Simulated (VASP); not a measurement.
# H8CO6 in VASP: notebook, part 2 of 3

VASP 6.6.1. Earlier steps stand in the parts before.

**3. Single point, PBE**

This run uses another cell than the first one, of 12.40 Å³/atom.

Input file INCAR:

```
SYSTEM = H8CO6
  PREC = Accurate
  ENCUT = 1000
  EDIFF = 1E-6
  ISMEAR = -1
  SIGMA = 0.05
  LREAL = Auto
  LASPH = .True.
  NELM = 120
  ALGO = Normal
  ISIF = 2
  LWAVE = .False.
  LCHARG = .True.
  GGA = PE
  LELF = .True.
  LVHAR = .True.
  NBANDS = 37
  GGA_COMPAT = .False.
```

Input file KPOINTS:

```
Automatic mesh
0
Gamma
  1 1 1
  0 0 0
```

Input file POSCAR:

```
H8CO6
1.0
    5.7082670000      0.0000000000      0.0000000000
    0.0000000000      5.7082670000      0.0000000000
    0.0000000000      0.0000000000      5.7082670000
O H C
6 8 1
Direct
    0.3881057268      0.1250310659      0.2499011703
    0.1041839750      0.8025573037      0.5026577204
    0.6797147234      0.5491065469      0.3404926476
    0.5911450647      0.8439153940      0.8815015602
    0.1515489079      0.5512395132      1.0166993838
   -0.0327342327      0.2112548430      0.8801121446
    0.4409915327      0.0266810535      0.1204581893
    0.2832957985      0.0223221118      0.3401424922
    0.0589204251      0.8524513122      0.6587837314
   -0.0289239898      0.7102061561      0.4429956915
    0.5900831970      0.4014637648      0.3339547954
    0.6344953785      0.6319156434      0.1970998115
    0.5322716680      0.7845573675      0.7314732915
    0.7066389386      0.9618637252      0.8398195385
    0.0611659861      0.3800138990      0.9509537316
```

Potentials or basis: VASP PAW PBE potentials, release 64 (O_h, H_h, C_h).

Run with:

```console
$ cat potpaw_PBE.64/O_h/POTCAR potpaw_PBE.64/H_h/POTCAR potpaw_PBE.64/C_h/POTCAR > POTCAR
$ mpirun -np 1 vasp_gam > vasp.out
```

OUTCAR:

```text
SYSTEM = H8CO6
   PREC = Accurate
   ENCUT = 1000
   EDIFF = 1E-6
   ISMEAR = -1
   LREAL = Auto
   LASPH = .True.
   NELM = 120
   ISIF = 2
   GGA = PE

 ion  position               nearest neighbor table
   1  0.388  0.125  0.250-   7 0.98   8 0.98
   2  0.104  0.803  0.503-   9 0.97  10 0.99
   3  0.680  0.549  0.340-  12 0.98  11 0.99
   4  0.591  0.844  0.882-  14 0.97  13 0.98
   5  0.152  0.551  0.017-  15 1.17
   6  0.967  0.211  0.880-  15 1.17
   7  0.441  0.027  0.120-   1 0.98
   8  0.283  0.022  0.340-   1 0.98
   9  0.059  0.852  0.659-   2 0.97
  10  0.971  0.710  0.443-   2 0.99
  11  0.590  0.401  0.334-   3 0.99
  12  0.634  0.632  0.197-   3 0.98
  13  0.532  0.785  0.731-   4 0.98
  14  0.707  0.962  0.840-   4 0.97
  15  0.061  0.380  0.951-   5 1.17   6 1.17

  LATTYP: Found a simple cubic cell.
 ALAT       =     5.7082670000

  Lattice vectors:

 A1 = (   5.7082670000,   0.0000000000,   0.0000000000)
 A2 = (   0.0000000000,   5.7082670000,   0.0000000000)
 A3 = (   0.0000000000,   0.0000000000,   5.7082670000)

Analysis of symmetry for initial positions (statically):
=====================================================================
 Subroutine PRICEL returns:
 Original cell was already a primitive cell.

 Routine SETGRP: Setting up the symmetry group for a
 simple cubic supercell.

 Subroutine GETGRP returns: Found  1 space group operations
 (whereof  1 operations were pure point group operations)
 out of a pool of 48 trial point group operations.

The static configuration has the point symmetry C_1 .

Analysis of symmetry for dynamics (positions and initial velocities):
=====================================================================
 Subroutine PRICEL returns:
 Original cell was already a primitive cell.

 Routine SETGRP: Setting up the symmetry group for a
 simple cubic supercell.

 Subroutine GETGRP returns: Found  1 space group operations
 (whereof  1 operations were pure point group operations)
 out of a pool of 48 trial point group operations.

The dynamic configuration has the point symmetry C_1 .

 Subroutine INISYM returns: Found  1 space group operations
 (whereof  1 operations are pure point group operations),
 and found     1 'primitive' translations

----------------------------------------------------------------------------------------

                                     Primitive cell

  volume of cell :     186.0000

  direct lattice vectors                    reciprocal lattice vectors
     5.708267000  0.000000000  0.000000000     0.175184517  0.000000000  0.000000000
     0.000000000  5.708267000  0.000000000     0.000000000  0.175184517  0.000000000
     0.000000000  0.000000000  5.708267000     0.000000000  0.000000000  0.175184517

  length of vectors
     5.708267000  5.708267000  5.708267000     0.175184517  0.175184517  0.175184517

  position of ions in fractional coordinates (direct lattice)
     0.388105727  0.125031066  0.249901170
     0.104183975  0.802557304  0.502657720
     0.679714723  0.549106547  0.340492648
[... 62 lines left out ...]
   total plane-waves  NPLWV = 216000
   dimension x,y,z NGX =    60 NGY =   60 NGZ =   60
   dimension x,y,z NGXF=   120 NGYF=  120 NGZF=  120
   ions per type =               6   8   1
   NGX,Y,Z   is equivalent  to a cutoff of  17.47, 17.47, 17.47 a.u.
   NGXF,Y,Z  is equivalent  to a cutoff of  34.95, 34.95, 34.95 a.u.
 SYSTEM =  H8CO6
   PREC   = accura    normal or accurate (medium, high low for compatibility)
   ISTART =      0    job   : 0-new  1-cont  2-samecut
   ICHARG =      2    charge: 1-file 2-atom 10-const
   ISPIN  =      1    spin polarized calculation?
   LNONCOLLINEAR =      F non collinear calculations
   LSORBIT =      F    spin-orbit coupling
   LASPH  =      T    aspherical Exc in radial PAW
   ENCUT  = 1000.0 eV  73.50 Ry    8.57 a.u.  14.72 14.72 14.72*2*pi/ulx,y,z
   NELM   =    120;   NELMIN=  2; NELMDL= -5     # of ELM steps
   EDIFF  = 0.1E-05   stopping-criterion for ELM
   LREAL  =      T    real-space projection
   EDIFFG = 0.1E-04   stopping-criterion for IOM
   NSW    =      0    number of steps for IOM
   IBRION =     -1    ionic relax: 0-MD 1-quasi-New 2-CG
   NFREE  =      0    steps in history (QN), initial steepest desc. (CG)
   ISIF   =      2    stress and relaxation
   ISYM   =      2    0-nonsym 1-usesym 2-fastsym
   POTIM  = 0.5000    time-step for ionic-motion
   TEBEG  =    0.0;   TEEND  =   0.0 temperature during run
   PSTRESS=    0.0 pullay stress
   NELECT =      48.0000    total number of electrons
   NUPDOWN=      -1.0000    fix difference up-down
   EMIN   =  10.00;   EMAX   =-10.00  energy-range for DOS
   EFERMI =   0.00;   METHOD = LEGACY
   ISMEAR =    -1;   SIGMA  =   0.05  broadening in eV -4-tet -1-fermi 0-gaus
   EFERMI_NEDOS =   21; number of points for ismear=-14 and -15
   IALGO  =     38    algorithm
   IMIX   =      4    mixing-type and parameters
     AMIX     =   0.40;   BMIX     =  1.00
     AMIX_MAG =   1.60;   BMIX_MAG =  1.00
  volume/ion in A,a.u.               =      12.40        83.68
  Fermi-wavevector in a.u.,A,eV,Ry     =   1.042280  1.969623 14.780649  1.086347
  Thomas-Fermi vector in A             =   2.176938
   LORBIT       =      0    0 simple, 1 ext, 2 COOP (PROOUT), +10 PAW based schemes
   GGA     = PE    functional components
   LHFCALC =     F    Hartree Fock is set to
   AEXX    =    0.0000 exact exchange contribution
   IVDW    =     0    specifies the selected vdW correction
   LEPSILON=     F    determine dielectric tensor
   LRPA    =     F    only Hartree local field effects (RPA)
 non-spin polarized calculation
  energy-cutoff  :     1000.00
  volume of cell :      186.00
 maximum number of plane-waves:      6651
 NGX is ok and might be reduce to    60
   NGX = 29   NGY = 29   NGZ = 29

 number of electron      48.0000000 magnetization

 Free energy of the ion-electron system (eV)
  ---------------------------------------------------
  ext. energy  EPLUGINS =         0.00000000
  ---------------------------------------------------
  free energy    TOTEN  =       -81.88773065 eV

  energy without entropy =      -81.88773065  energy(sigma->0) =      -81.88773065

 E-fermi :  -2.1386     XC(G=0):  -6.6290

 val. band max:       -3.4381291293   @ k =   0.0000   0.0000   0.0000
 cond. band min:       1.2218574392   @ k =   0.0000   0.0000   0.0000
 fundamental gap:      4.6599865685
 Fermi energy:        -2.1385547212

 k-point     1 :       0.0000    0.0000    0.0000
  band No.  band energies     occupation
      1     -25.6094      2.00000
      2     -24.6153      2.00000
      3     -22.2907      2.00000
      4     -21.7471      2.00000
      5     -21.3367      2.00000
      6     -21.1139      2.00000
[... 28 lines left out ...]
     35       7.8869      0.00000
     36       8.3396      0.00000
 [bands above 36 left out]

------------------------ aborting loop because EDIFF is reached ----------------------------------------

  FORCE on cell =-STRESS in cart. coord.  units (eV):
  Direction    XX          YY          ZZ          XY          YZ          ZX
  --------------------------------------------------------------------------------------
  -------------------------------------------------------------------------------------
  Total       -0.2109804     -1.2681892     -0.8991432     -1.0128234     -0.3429080     -0.7312229
  in kB       -1.8173552    -10.9240027     -7.7450928     -8.7243174     -2.9537610     -6.2986510
  external PRESSURE =      -6.8288169 kB  Pullay stress =       0.0000000 kB

 VOLUME and BASIS-vectors are now :
 -----------------------------------------------------------------------------
  energy-cutoff  :     1000.00
  volume of cell :      186.00
      direct lattice vectors                 reciprocal lattice vectors
     5.708267000  0.000000000  0.000000000     0.175184517  0.000000000  0.000000000
     0.000000000  5.708267000  0.000000000     0.000000000  0.175184517  0.000000000
     0.000000000  0.000000000  5.708267000     0.000000000  0.000000000  0.175184517

 POSITION                                       TOTAL-FORCE (eV/Angst)
 -----------------------------------------------------------------------------------
      2.21541      0.71371      1.42650        -0.014047      0.169475      0.091802
      0.59471      4.58121      2.86930        -0.098572     -0.046014      0.021765
      3.87999      3.13445      1.94362        -0.045175     -0.029018     -0.207946
      3.37441      4.81729      5.03185        -0.062321     -0.084028     -0.200854
      0.86508      3.14662      0.09532        -0.050036     -0.133245     -0.129760
      5.52141      1.20590      5.02392         0.076284      0.099270      0.004590
      2.51730      0.15230      0.68761         0.044907     -0.136088     -0.097610
      1.61713      0.12742      1.94162        -0.024073     -0.046337      0.008241
      0.33633      4.86602      3.76051        -0.015630     -0.024336     -0.060266
      5.54316      4.05405      2.52874         0.099701      0.047314      0.075870
      3.36835      2.29166      1.90630         0.051587      0.145505      0.003043
      3.62187      3.60714      1.12510        -0.006858     -0.078377      0.164935
      3.03835      4.47846      4.17544         0.045115      0.055076      0.195947
      4.03368      5.49057      4.79391         0.014351      0.024232      0.010926
      0.34915      2.16922      5.42830        -0.015233      0.036571      0.119315
 -----------------------------------------------------------------------------------
    total drift:                               -0.000743      0.001993      0.000850

  FREE ENERGIE OF THE ION-ELECTRON SYSTEM (eV)
  ---------------------------------------------------
  free  energy   TOTEN  =       -81.8877306482 eV

  energy  without entropy=      -81.8877306482  energy(sigma->0) =      -81.88773065
```

Wall time 38 s (1 thread of AMD EPYC 7R13 (Zen 3), shared host); peak memory 0.42 GiB.

What came out:

```
Free energy   : -81.8877 eV
Pressure      : -0.7 GPa
Largest force : 0.226 eV/Å
```

Forces on the atoms (eV/Å):
```
O   -0.014  0.169  0.092
O   -0.099 -0.046  0.022
O   -0.045 -0.029 -0.208
O   -0.062 -0.084 -0.201
O   -0.050 -0.133 -0.130
O    0.076  0.099  0.005
H    0.045 -0.136 -0.098
H   -0.024 -0.046  0.008
H   -0.016 -0.024 -0.060
H    0.100  0.047  0.076
H    0.052  0.146  0.003
H   -0.007 -0.078  0.165
H    0.045  0.055  0.196
H    0.014  0.024  0.011
C   -0.015  0.037  0.119
```

Caveat: the k points lie up to 1.10 Å⁻¹ apart, too coarse for converged energies, forces and pressures.

**4. Single point, PBE**

This run uses another cell than the first one, of 12.40 Å³/atom.

Input file INCAR:

```
SYSTEM = H8CO6
PREC = Accurate
ENCUT = 1000
EDIFF = 1E-6
ISMEAR = -1
SIGMA = 0.05
LREAL = Auto
LASPH = .TRUE.
NELM = 120
ALGO = Normal
ISIF = 2
LWAVE = .FALSE.
LCHARG = .FALSE.
GGA = PE
NBANDS = 37
GGA_COMPAT = .FALSE.
```

Input file KPOINTS:

```
Automatic mesh
0
G
  1 1 1
  0 0 0
```

Input file POSCAR:

```
H8CO6
1.0
    5.7082670000      0.0000000000      0.0000000000
    0.0000000000      5.7082670000      0.0000000000
    0.0000000000      0.0000000000      5.7082670000
O H C
6 8 1
Direct
    0.3778204488      0.0985588095      0.2696089724
    0.1078786259      0.7838806419      0.4658506689
    0.7109338088      0.5645145891      0.3026838093
    0.6279489029      0.8037640846      0.8741707422
    0.1834882636      0.5694547925      0.9695236750
   -0.0321638774      0.2301048637      0.9075433928
    0.4528694961      0.0023299541      0.1491871351
    0.2708177456     -0.0075154158      0.3627020250
    0.0771512615      0.7917989821      0.6376716436
   -0.0488589619      0.7131936891      0.4223348347
    0.6134436248      0.4273275935      0.3105846310
    0.6609361475      0.6534732871      0.1690180225
    0.5404617549      0.7572525952      0.7400144387
    0.7377895953      0.9315787086      0.8488916163
    0.0830024244      0.3927286513      0.9487117544
```

Run with:

```console
$ cat potpaw_PBE.64/O_h/POTCAR potpaw_PBE.64/H_h/POTCAR potpaw_PBE.64/C_h/POTCAR > POTCAR
$ mpirun -np 1 vasp_gam > vasp.out
```

It took 25 s on 1 thread of AMD EPYC 9R45 (Zen 5), shared host; peak memory 0.46 GiB.

It converged, with:

* Free energy: -81.5223 eV
* Pressure: 0.3 GPa
* Largest force: 2.494 eV/Å

Forces in eV/Å, atoms in the order of the input:
```
O    0.092  0.173  0.149
O   -1.658 -0.573  1.773
O    0.706  0.100  0.785
O    0.584  0.240  1.645
O    0.452  0.013  0.262
O   -0.298 -0.962 -0.006
H   -0.347 -0.057  0.284
H    0.501  0.303 -0.861
H    0.682  0.158 -0.873
H    0.847  0.134 -0.510
H   -0.447 -0.552  0.055
H   -0.378  0.257 -0.848
H   -0.124  0.206 -1.011
H   -0.376 -0.116 -0.599
C   -0.235  0.675 -0.247
```

Stress tensor (GPa, compression positive):
```
-0.23  0.02  0.90
 0.02  0.90 -0.40
 0.90 -0.40  0.15
```

Levels at points of the mesh, in eV from the Fermi level:
```csv
k point,band 20,band 21,band 22,band 23,band 24,band 25,band 26,band 27,band 28,band 29
"(0.00, 0.00, 0.00)",-2.83,-2.67,-2.10,-2.04,-1.28,2.96,4.92,4.95,6.90,7.28
```

Caveat: the k points lie up to 1.10 Å⁻¹ apart, too coarse for converged energies, forces and pressures.

**5. Single point, PBE**

This run uses another cell than the first one, of 10.99 Å³/atom.

Input file INCAR:

```
  ALGO = Normal
  EDIFF = 1E-6
  ENCUT = 1000
  GGA = PE
  GGA_COMPAT = F
  ISIF = 2
  ISMEAR = -1
  LASPH = T
  LCHARG = T
  LELF = T
  LREAL = Auto
  LVHAR = T
  LWAVE = F
  NBANDS = 37
  NELM = 120
  PREC = Accurate
  SIGMA = 0.05
```

Input file KPOINTS:

```
k-points
0
Gamma
  1 1 1
```

Input file POSCAR:

```
H8CO6
1.0
    5.4117130000      0.0000000000      0.0000000000
    0.0000000000      5.6180870000      0.0000000000
    0.0000000000      0.0000000000      5.4245180000
O H C
6 8 1
Direct
    0.4392878928      0.1008528348      0.2206463321
    0.1433926744      0.8683204799      0.4984405988
    0.7148568300      0.5693397058      0.3677008722
    0.6493507693      0.7819031638      0.8591546751
    0.1595982640      0.5698736954      0.9701875816
   -0.0961433099      0.2580415718      0.8546197100
    0.4927829691      0.0099144068      0.0673423888
    0.3025474559      0.0061230807      0.2974273475
    0.2357479046      0.7991332281      0.6383239949
    0.0432395436      0.7379914195      0.4453667589
    0.6589780352      0.3985876331      0.3771394988
    0.6432159281      0.6414639004      0.2241673822
    0.6391137150      0.6743220602      0.7139251819
    0.8123860227      0.8520159976      0.8100811906
    0.0361068667      0.4073272628      0.9170400024
```

Run with:

```console
$ cat potpaw_PBE.64/O_h/POTCAR potpaw_PBE.64/H_h/POTCAR potpaw_PBE.64/C_h/POTCAR > POTCAR
$ mpirun -np 1 vasp_gam > vasp.out
```

It took 22 s on 1 thread of Intel Xeon 6975P-C (Granite Rapids), shared host; peak memory 0.4 GiB.

Results (log left out):

| Quantity | Value |
| --- | --- |
| Free energy | -81.4398 eV |
| Pressure | 0.3 GPa |
| Largest force | 2.206 eV/Å |

Forces in eV/Å, atoms in the order of the input:
```
O    0.356 -0.516 -1.585
O    0.400 -0.021  1.420
O    0.338 -1.714  1.348
O    1.361  0.024 -1.213
O    0.511  0.116  0.181
O   -0.662 -1.239 -0.262
H   -0.516  0.805  1.469
H    0.710  0.205 -0.112
H   -0.049  0.546 -0.511
H   -0.972 -0.816 -0.665
H    0.117  1.180 -0.596
H   -0.418  0.077 -0.694
H   -0.534  0.235  0.269
H   -1.027  0.124  0.662
C    0.385  0.994  0.291
```

Stress tensor (GPa, compression positive):
```
 1.20  1.34  1.06
 1.34  0.66 -0.26
 1.06 -0.26 -1.06
```

Levels at points of the mesh, in eV from the Fermi level:
```csv
k point,band 21,band 22,band 23,band 24,band 25,band 26,band 27,band 28
"(0.00, 0.00, 0.00)",-2.65,-2.36,-2.27,-1.24,2.87,4.71,4.77,7.12
```

Caveat: the k points lie up to 1.16 Å⁻¹ apart, too coarse for converged energies, forces and pressures; the atoms stand as in a frame of molecular dynamics.

(Continued in part 3 of 3.)
